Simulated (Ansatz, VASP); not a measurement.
## One calculation of Si3BTe2, two programs

```xyz
6
Lattice="3.5487 0.0000 0.0000 0.0000 3.7113 0.0000 0.0000 0.0000 11.3046" Properties=species:S:1:pos:R:3 pbc="T T T"
Si    1.7743    0.0000   10.9481
Si    0.0000    0.0000    9.4444
Si    0.0000    1.8557    1.6785
B     1.7743    1.8557    0.6492
Te    0.0000    0.0000    3.4759
Te    0.0000    1.8557    7.7178
```

Alike in both runs: task single point; functional PBE; k mesh 10 × 10 × 4; occupations gaussian, width 0.1 eV; no spin polarisation.

|  | VASP | Ansatz |
| --- | --- | --- |
| version | VASP 6.6.1 | Ansatz 0.2.0 |
| potentials or method | VASP PAW PBE potentials, release 64 (Si, B, Te), cutoff 520 eV | scalar-relativistic, plane waves, PAW |
| valence electrons in the cell | 27 | 47 |

VASP gave:

| Quantity | Value |
| --- | --- |
| gap on the k mesh at the Fermi level (eV) | none |
| pressure (GPa) | 0.0 |
| traceless stress, the component that is largest in VASP (GPa) | 0.05 |
| rms of the force components (eV/Å) | 0.012 |

What did Ansatz give for the same quantities?

gap on the k mesh at the Fermi level (eV): none; pressure (GPa): 0.0; traceless stress, the component that is largest in VASP (GPa): 0.01; rms of the force components (eV/Å): 0.001.

Atom by atom the forces differ by 0.011 eV/Å (rms over components). A gap of «none» marks a metal or a gap that the smearing closes. VASP's potentials hold 27 valence electrons a cell and Ansatz's 47, so a difference there can come from the potentials and not from the codes.

Neither program's run includes spin-orbit coupling.
